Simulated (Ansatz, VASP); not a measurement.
# One calculation of Li2BrF, two programs

The input POSCAR:

```
Li2BrF
1.0
    1.7353772059      1.0019204970      5.4684601436
   -1.7353772059      1.0019204970      5.4684601436
    0.0000000000     -2.0038409940      5.4684601436
F Br Li
1 1 2
Direct
    1.0000000000      0.0000000000      0.0000000000
    0.5000000000      0.5000000000      0.5000000000
    0.2670198432      0.2670198432      0.2670198432
    0.7329801568      0.7329801568      0.7329801568
```

INCAR.step1

```
SYSTEM = Li2BrF
ALGO     = Normal         ! electronic algorithm
EDIFF    = 1E-4           ! SCF threshold, eV
ENCUT    = 520            ! plane-wave cutoff, eV
GGA      = PE             ! functional
ISMEAR   = 0              ! smearing method
LASPH    = .TRUE.         ! aspherical terms in the spheres
LCHARG   = .FALSE.        ! write CHGCAR
LREAL    = .FALSE.        ! projectors in reciprocal space
LWAVE    = .TRUE.         ! write WAVECAR
NBANDS   = 18             ! bands
NELM     = 80             ! most SCF steps
PREC     = Accurate       ! precision mode
SIGMA    = 0.01           ! smearing width, eV
```

Contents of INCAR.step2:

```
SYSTEM = Li2BrF
ALGO     = Normal         ! electronic algorithm
EDIFF    = 1E-7           ! SCF threshold, eV
ENCUT    = 520            ! plane-wave cutoff, eV
ISIF     = 2              ! what is computed and relaxed
ISMEAR   = 0              ! smearing method
ISTART   = 1            
LASPH    = .TRUE.         ! aspherical terms in the spheres
LCHARG   = .TRUE.         ! write CHGCAR
LELF     = .TRUE.         ! ELF
LMIXTAU  = .TRUE.       
LREAL    = .FALSE.        ! projectors in reciprocal space
LVHAR    = .TRUE.       
LWAVE    = .FALSE.        ! write WAVECAR
METAGGA  = R2SCAN         ! meta-GGA
NBANDS   = 18             ! bands
NELM     = 80             ! most SCF steps
PREC     = Accurate       ! precision mode
SIGMA    = 0.01           ! smearing width, eV
```

The input KPOINTS:

```
k-points
0
G
  8 8 8
  0 0 0
```

Input for Ansatz:

```yaml
crystal:
  lattice:
    - [1.7353772059, 1.001920497, 5.4684601436]
    - [-1.7353772059, 1.001920497, 5.4684601436]
    - [0.0, -2.003840994, 5.4684601436]
  atoms:
    - { symbol: F, position: [1.0, 0.0, 0.0] }
    - { symbol: Br, position: [0.5, 0.5, 0.5] }
    - { symbol: Li, position: [0.2670198432, 0.2670198432, 0.2670198432] }
    - { symbol: Li, position: [0.7329801568, 0.7329801568, 0.7329801568] }
kpoints:
  mp_grid: { grid: [8, 8, 8] }
  band_path:
    path:
      - [0.0, 0.0, 0.0]
      - [0.5, 0.5, 0.5]
      - [0.8109541022, 0.1890458978, 0.5]
      - [0.5, -0.1890458978, 0.1890458978]
      - [0.5, 0.0, 0.0]
      - [0.3445229489, -0.3445229489, 0.0]
      - [0.6554770511, 0.0, 0.3445229489]
      - [0.5, 0.0, 0.5]
    npoints: 1
hamiltonian:
  xc: r2scan
scf:
  occupations: { method: fixed }
  n_extra_bands: 5
output:
  forces: true
  stress: true
  eigenvalues: true
```

Alike in both runs: task single point; functional r2SCAN; k mesh 8 × 8 × 8; no spin polarisation.

```csv
,VASP,Ansatz
version,VASP 6.6.1,Ansatz 0.2.0
potentials or method,"VASP PAW PBE potentials, release 64 (F, Br, Li_sv)","plane waves, PAW"
plane-wave cutoff (eV),520,500
occupations,"gaussian, width 0.01 eV",fixed
valence electrons in the cell,20,20
```

Ansatz gave:

| Item | Value |
| --- | --- |
| gap on the k mesh at the Fermi level (eV) | 4.09 |
| rms of the force components (eV/Å) | 0.001 |

**Question.** What did VASP give for the same quantities?

**Answer.** gap on the k mesh at the Fermi level (eV): 4.16; rms of the force components (eV/Å): 0.006.

VASP's potentials were made for PBE, not for r2SCAN. Atom by atom the forces differ by 0.006 eV/Å (rms over components).

Noted on VASP's run: the cutoff is short for stress, so the pressure is rough.
